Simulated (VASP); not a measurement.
## Ag: single point with PBEsol+D4

The system is Ag.

```
Ag
1.0
     0.00000    2.04275    2.04275
     2.04275    0.00000    2.04275
     2.04275    2.04275    0.00000
Ag
1
Direct
  0.00000 0.00000 0.00000
```

```
Program                : VASP 6.6.1
Task                   : single point
Functional             : PBEsol
Dispersion             : D4
Potentials or basis    : VASP PAW PBE potentials, release 64 (Ag)
Cutoff                 : 500 eV
k mesh                 : 11 × 11 × 11
Occupations            : fermi-dirac, width 0.3 eV
Spin                   : no spin polarisation
Dipole correction      : no
Further INCAR settings : ALGO = Normal; EDIFF = 1e-06; NBANDS = 12
```

```
Pressure                   : -5.5 GPa
Dispersion energy per atom : -0.331 eV
```

Levels at points of the mesh, in eV from the Fermi level:
| k point | band 3 | band 4 | band 5 | band 6 | band 7 | band 8 | band 9 | band 10 |
| --- | --- | --- | --- | --- | --- | --- | --- | --- |
| (0.00, 0.00, 0.00) | -4.82 | -4.82 | -3.78 | -3.78 | 15.94 | 19.51 | 19.51 | 19.51 |

It took 17 s on 1 thread of AMD EPYC 7R43 64-Core Processor (Zen 3), on a shared host, peak memory 0.11 GiB.

Caveat: the PAW data sets were made with another functional, which shifts forces and pressure a little; pairwise dispersion overbinds metals, which lowers pressure and volume.
